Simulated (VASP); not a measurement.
# ErSc2Sb3 (P4/mmm) in VASP: relaxation of cell and atoms with PBE

Aim: the relaxation of cell and atoms of ErSc2Sb3 with PBE.

Program: VASP 6.6.1. These are calculated values, not measurements. Logs are shortened: lines on timing, memory, paths and dates and some standing lists are left out, and cuts for length are marked.

## (1) The cell of the first run

Symmetry: P4/mmm, No. 123, tetragonal system. Conventional cell: a = 4.162 Å, b = 4.162 Å, c = 11.745 Å, α = 90.00°, β = 90.00°, γ = 90.00°. Er (site symmetry 4/mmm) has 6 Sb at 2.94 to 3.16 Å within 3.9 Å. Sc (site symmetry 4mm) has 5 Sb at 2.87 to 2.96 Å within 3.8 Å. Within 3.8 Å of Sb (site symmetry 4/mmm) lie 2 Sc at 2.87 Å and 4 Er at 2.94 Å. Sb (site symmetry 4mm) has 4 Sc at 2.96 Å and 1 Er at 3.16 Å within 3.9 Å.

The cell was generated, and may not be a known phase.

## (2) Relaxation of cell and atoms, PBE

The input, INCAR:

```
SYSTEM = ErSc2Sb3
PREC     = Accurate       ! precision mode
ENCUT    = 500            ! plane-wave cutoff, eV
EDIFF    = 1E-7           ! SCF threshold, eV
ISMEAR   = 0              ! smearing method
SIGMA    = 0.1            ! smearing width, eV
LREAL    = .False.        ! projectors in reciprocal space
LASPH    = .True.         ! aspherical terms in the spheres
NELM     = 200            ! most SCF steps
ALGO     = Normal         ! electronic algorithm
ISIF     = 3              ! what is computed and relaxed
LWAVE    = .False.        ! write WAVECAR
LCHARG   = .False.        ! write CHGCAR
GGA      = PE             ! functional
IBRION   = 2              ! ionic algorithm
NSW      = 100            ! ionic steps
EDIFFG   = -0.01          ! ionic threshold
GGA_COMPAT= .False.      
NELMIN   = 4            
LMAXMIX  = 6              ! l up to which the mixer works
```

The input, KPOINTS:

```
regular mesh
0
Gamma
  8 8 4
  0 0 0
```

The input, POSCAR:

```
ErSc2Sb3
1.0
    4.1616048993      0.0000000000      0.0000000000
    0.0000000000      4.1616048993      0.0000000000
    0.0000000000      0.0000000000     11.7449699486
Er Sc Sb
1 2 3
Direct
    0.5000000000      0.5000000000      0.0000000000
    0.0000000000      0.0000000000      0.2444473751
    0.0000000000      0.0000000000      0.7555526249
    0.0000000000      0.0000000000      0.0000000000
    0.5000000000      0.5000000000      0.7305863184
    0.5000000000      0.5000000000      0.2694136816
```

Potentials or basis: VASP PAW PBE potentials, release 64 (Er_3, Sc_sv, Sb), 4f in core.

Started as:

```bash
$ cat potpaw_PBE.64/Er_3/POTCAR potpaw_PBE.64/Sc_sv/POTCAR potpaw_PBE.64/Sb/POTCAR > POTCAR
$ mpirun -np 1 vasp_std > vasp.out
```

OUTCAR:

```text
SYSTEM = ErSc2Sb3
   PREC = Accurate
   ENCUT = 500
   EDIFF = 1E-7
   ISMEAR = 0
   LREAL = .False.
   LASPH = .True.
   NELM = 200
   ISIF = 3
   GGA = PE
   IBRION = 2
   NSW = 100
   EDIFFG = -0.01
   NELMIN = 4

 ion  position               nearest neighbor table
   1  0.500  0.500  0.000-   4 2.94   4 2.94   4 2.94   4 2.94   6 3.16   5 3.16
   2  0.000  0.000  0.244-   4 2.87   6 2.96   6 2.96   6 2.96   6 2.96
   3  0.000  0.000  0.756-   4 2.87   5 2.96   5 2.96   5 2.96   5 2.96
   4  0.000  0.000  0.000-   2 2.87   3 2.87   1 2.94   1 2.94   1 2.94   1 2.94
   5  0.500  0.500  0.731-   3 2.96   3 2.96   3 2.96   3 2.96   1 3.16
   6  0.500  0.500  0.269-   2 2.96   2 2.96   2 2.96   2 2.96   1 3.16

  LATTYP: Found a simple tetragonal cell.
 ALAT       =     4.1616048993
 C/A-ratio  =     2.8222212903

  Lattice vectors:

 A1 = (   4.1616048993,   0.0000000000,   0.0000000000)
 A2 = (   0.0000000000,   4.1616048993,   0.0000000000)
 A3 = (   0.0000000000,   0.0000000000,  11.7449699486)

Analysis of symmetry for initial positions (statically):
=====================================================================
 Subroutine PRICEL returns:
 Original cell was already a primitive cell.

 Routine SETGRP: Setting up the symmetry group for a
 simple tetragonal supercell.

 Subroutine GETGRP returns: Found 16 space group operations
 (whereof 16 operations were pure point group operations)
 out of a pool of 16 trial point group operations.

The static configuration has the point symmetry D_4h.

Analysis of symmetry for dynamics (positions and initial velocities):
=====================================================================
 Subroutine PRICEL returns:
 Original cell was already a primitive cell.

 Routine SETGRP: Setting up the symmetry group for a
 simple tetragonal supercell.

 Subroutine GETGRP returns: Found 16 space group operations
 (whereof 16 operations were pure point group operations)
 out of a pool of 16 trial point group operations.

The dynamic configuration has the point symmetry D_4h.

 Subroutine INISYM returns: Found 16 space group operations
 (whereof 16 operations are pure point group operations),
 and found     1 'primitive' translations

----------------------------------------------------------------------------------------

                                     Primitive cell

  volume of cell :     203.4106

  direct lattice vectors                    reciprocal lattice vectors
     4.161604899  0.000000000  0.000000000     0.240291912  0.000000000  0.000000000
     0.000000000  4.161604899  0.000000000     0.000000000  0.240291912  0.000000000
     0.000000000  0.000000000 11.744969949     0.000000000  0.000000000  0.085142832

  length of vectors
     4.161604899  4.161604899 11.744969949     0.240291912  0.240291912  0.085142832

  position of ions in fractional coordinates (direct lattice)
     0.500000000  0.500000000  0.000000000
     0.000000000  0.000000000  0.244447375
     0.000000000  0.000000000  0.755552625
     0.000000000  0.000000000  0.000000000
     0.500000000  0.500000000  0.730586318
     0.500000000  0.500000000  0.269413682

  ion indices of the primitive-cell ions
   primitive index   ion index
                 1           1
                 2           2
                 3           3
                 4           4
                 5           5
                 6           6

----------------------------------------------------------------------------------------

 KPOINTS: regular mesh

Automatic generation of k-mesh.
 Grid dimensions read from file:
 generate k-points for:    8    8    4

 Generating k-lattice:

  Cartesian coordinates                     Fractional coordinates (reciprocal lattice)
     0.030036489  0.000000000  0.000000000     0.125000000  0.000000000  0.000000000
     0.000000000  0.030036489  0.000000000     0.000000000  0.125000000  0.000000000
     0.000000000  0.000000000  0.021285708     0.000000000  0.000000000  0.250000000

  Length of vectors
     0.030036489  0.030036489  0.021285708

  Shift w.r.t. Gamma in fractional coordinates (k-lattice)
     0.000000000  0.000000000  0.000000000

 Subroutine IBZKPT returns following result:
 ===========================================

 Found     45 irreducible k-points:

 Following reciprocal coordinates:
            Coordinates               Weight
  0.000000  0.000000  0.000000      1.000000
  0.125000  0.000000  0.000000      4.000000
  0.250000  0.000000  0.000000      4.000000
  0.375000  0.000000  0.000000      4.000000
  0.500000  0.000000  0.000000      2.000000
  0.125000  0.125000  0.000000      4.000000
[... 16 lines left out ...]
  0.375000  0.125000  0.250000     16.000000
  0.500000  0.125000  0.250000      8.000000
 [... further k-points ...]
   k-points           NKPTS =     45   k-points in BZ     NKDIM =     45   number of bands    NBANDS=     27
   number of dos      NEDOS =    301   number of ions     NIONS =      6
   total plane-waves  NPLWV =  81000
   dimension x,y,z NGX =    30 NGY =   30 NGZ =   90
   dimension x,y,z NGXF=    60 NGYF=   60 NGZF=  180
   ions per type =               1   2   3
   NGX,Y,Z   is equivalent  to a cutoff of  11.98, 11.98, 12.74 a.u.
   NGXF,Y,Z  is equivalent  to a cutoff of  23.97, 23.97, 25.48 a.u.
 SYSTEM =  ErSc2Sb3
   PREC   = accura    normal or accurate (medium, high low for compatibility)
   ISTART =      0    job   : 0-new  1-cont  2-samecut
   ICHARG =      2    charge: 1-file 2-atom 10-const
   ISPIN  =      1    spin polarized calculation?
   LNONCOLLINEAR =      F non collinear calculations
   LSORBIT =      F    spin-orbit coupling
   LASPH  =      T    aspherical Exc in radial PAW
   ENCUT  =  500.0 eV  36.75 Ry    6.06 a.u.   7.59  7.59 21.41*2*pi/ulx,y,z
   NELM   =    200;   NELMIN=  4; NELMDL= -5     # of ELM steps
   EDIFF  = 0.1E-06   stopping-criterion for ELM
   LREAL  =      F    real-space projection
   EDIFFG = -.1E-01   stopping-criterion for IOM
   NSW    =    100    number of steps for IOM
   IBRION =      2    ionic relax: 0-MD 1-quasi-New 2-CG
   NFREE  =      1    steps in history (QN), initial steepest desc. (CG)
   ISIF   =      3    stress and relaxation
   ISYM   =      2    0-nonsym 1-usesym 2-fastsym
   POTIM  = 0.5000    time-step for ionic-motion
   TEBEG  =    0.0;   TEEND  =   0.0 temperature during run
   PSTRESS=    0.0 pullay stress
   NELECT =      46.0000    total number of electrons
   NUPDOWN=      -1.0000    fix difference up-down
   EMIN   =  10.00;   EMAX   =-10.00  energy-range for DOS
   EFERMI =   0.00;   METHOD = LEGACY
   ISMEAR =     0;   SIGMA  =   0.10  broadening in eV -4-tet -1-fermi 0-gaus
   EFERMI_NEDOS =   21; number of points for ismear=-14 and -15
   IALGO  =     38    algorithm
   IMIX   =      4    mixing-type and parameters
     AMIX     =   0.40;   BMIX     =  1.00
     AMIX_MAG =   1.60;   BMIX_MAG =  1.00
  volume/ion in A,a.u.               =      33.90       228.78
  Fermi-wavevector in a.u.,A,eV,Ry     =   0.997400  1.884814 13.535181  0.994808
  Thomas-Fermi vector in A             =   2.129554
   LORBIT       =      0    0 simple, 1 ext, 2 COOP (PROOUT), +10 PAW based schemes
   GGA     = PE    functional components
   LHFCALC =     F    Hartree Fock is set to
   AEXX    =    0.0000 exact exchange contribution
   IVDW    =     0    specifies the selected vdW correction
   LEPSILON=     F    determine dielectric tensor
   LRPA    =     F    only Hartree local field effects (RPA)
 conjugate gradient relaxation of ions
 non-spin polarized calculation
 Gauss-broadening in eV      SIGMA  =   0.10
  energy-cutoff  :      500.00
  volume of cell :      203.41
 maximum number of plane-waves:      5216
   NGX = 15   NGY = 15   NGZ = 43

--------------------------------------- Ionic step        1  -------------------------------------------

 number of electron      45.9999987 magnetization

 Free energy of the ion-electron system (eV)
  ---------------------------------------------------
  ext. energy  EPLUGINS =         0.00000000
  ---------------------------------------------------
  free energy    TOTEN  =       -34.05913256 eV

  energy without entropy =      -34.05100877  energy(sigma->0) =      -34.05507067

------------------------ aborting loop because EDIFF is reached ----------------------------------------

  FORCE on cell =-STRESS in cart. coord.  units (eV):
  Direction    XX          YY          ZZ          XY          YZ          ZX
  --------------------------------------------------------------------------------------
  -------------------------------------------------------------------------------------
  Total        0.2214472      0.2214472      0.2145720      0.0000000     -0.0000000     -0.0000000
  in kB        1.7442434      1.7442434      1.6900909      0.0000000     -0.0000000     -0.0000000
  external PRESSURE =       1.7261926 kB  Pullay stress =       0.0000000 kB
[... 145 lines left out ...]
  energy  without entropy=      -34.0515217706  energy(sigma->0) =      -34.05552563

--------------------------------------- Ionic step        5  -------------------------------------------

 number of electron      45.9999988 magnetization

 Free energy of the ion-electron system (eV)
  ---------------------------------------------------
  ext. energy  EPLUGINS =         0.00000000
  ---------------------------------------------------
  free energy    TOTEN  =       -34.05955249 eV

  energy without entropy =      -34.05155506  energy(sigma->0) =      -34.05555377

 E-fermi :   3.5290     XC(G=0):  -8.4333

 val. band max:        3.4582612608   @ k =   0.5000   0.5000   0.0000
 cond. band min:       3.5442277818   @ k =   0.5000   0.5000   0.0000
 fundamental gap:      0.0859665210
 Fermi energy:         3.5290390732

 k-point     1 :       0.0000    0.0000    0.0000
  band No.  band energies     occupation
      1     -46.5794      2.00000
      2     -46.5794      2.00000
      3     -25.3299      2.00000
      4     -25.3292      2.00000
      5     -25.1283      2.00000
      6     -25.1283      2.00000
[... 709 lines left out ...]
     26       5.2667      0.00000
     27       5.4111      0.00000

 [... further k-points ...]

------------------------ aborting loop because EDIFF is reached ----------------------------------------

  FORCE on cell =-STRESS in cart. coord.  units (eV):
  Direction    XX          YY          ZZ          XY          YZ          ZX
  --------------------------------------------------------------------------------------
  -------------------------------------------------------------------------------------
  Total       -0.0070700     -0.0070700      0.0096790      0.0000000      0.0000000     -0.0000000
  in kB       -0.0554911     -0.0554911      0.0759687      0.0000000      0.0000000     -0.0000000
  external PRESSURE =      -0.0116712 kB  Pullay stress =       0.0000000 kB
[... 21 lines left out ...]
  FREE ENERGIE OF THE ION-ELECTRON SYSTEM (eV)
  ---------------------------------------------------
  free  energy   TOTEN  =       -34.0595524922 eV

  energy  without entropy=      -34.0515550570  energy(sigma->0) =      -34.05555377

 reached required accuracy - stopping structural energy minimisation
```

Run time: 17 min. Hardware: 1 thread of Intel Xeon Platinum 8375C at 2.90GHz (Ice Lake), shared host; peak memory 0.46 GiB.

Results:

```yaml
Free_energy: -34.0596 eV
Relaxed_volume: 34.02 Å³/atom
Relaxed_cell: a = 4.166 Å, b = 4.166 Å, c = 11.763 Å, α = 90.00°, β = 90.00°, γ = 90.00°
Space_group_after_relaxing_to_0.1_Å: P4/mmm (No. 123)
Energy_gained_by_relaxing: 0.1 meV/atom
Ionic_steps: 5
Pressure_after_relaxing: 0.0 GPa
Largest_force_after_relaxing: 0.007 eV/Å
Band_gap_on_the_k_mesh: zero (bands 23 and 24 overlap by 0.31 eV)
```

Forces on the atoms (eV/Å):
```
Er   0.000  0.000  0.000
Sc   0.000  0.000 -0.005
Sc   0.000  0.000  0.005
Sb   0.000  0.000  0.000
Sb   0.000  0.000 -0.007
Sb   0.000  0.000  0.007
```

The path:
| step | energy change (eV) | largest force (eV/Å) | pressure (GPa) | volume (Å³) |
| --- | --- | --- | --- | --- |
| 1 | 0.0000 | 0.0279 | 0.17 | 203.41 |
| 2 | -0.0003 | 0.0092 | -0.09 | 204.49 |
| 3 | -0.0004 | 0.0114 | 0.00 | 204.11 |
| 4 | -0.0004 | 0.0109 | 0.00 | 204.12 |
| 5 | -0.0004 | 0.0070 | 0.00 | 204.13 |

Final structure:
```cif
data_structure
_symmetry_space_group_name_H-M 'P 1'
_symmetry_Int_Tables_number 1
_cell_length_a 4.1659
_cell_length_b 4.1659
_cell_length_c 11.7625
_cell_angle_alpha 90.000
_cell_angle_beta 90.000
_cell_angle_gamma 90.000
_cell_volume 204.13
loop_
_atom_site_label
_atom_site_type_symbol
_atom_site_fract_x
_atom_site_fract_y
_atom_site_fract_z
_atom_site_occupancy
Er1 Er 0.50000 0.50000 0.00000 1
Sc1 Sc 0.00000 0.00000 0.24446 1
Sc2 Sc 0.00000 0.00000 0.75554 1
Sb1 Sb 0.00000 0.00000 0.00000 1
Sb2 Sb 0.50000 0.50000 0.73047 1
Sb3 Sb 0.50000 0.50000 0.26953 1
```

Caveat: spin-orbit coupling is left out, which moves the levels of the heavy elements; the 4f electrons are frozen in the core, so they carry no moment and show no levels. Spin polarisation is off, so any magnetic state and its effect on volume and gap are missing.

The gap in the log of VASP goes by the Fermi energy; the results here count the filled bands.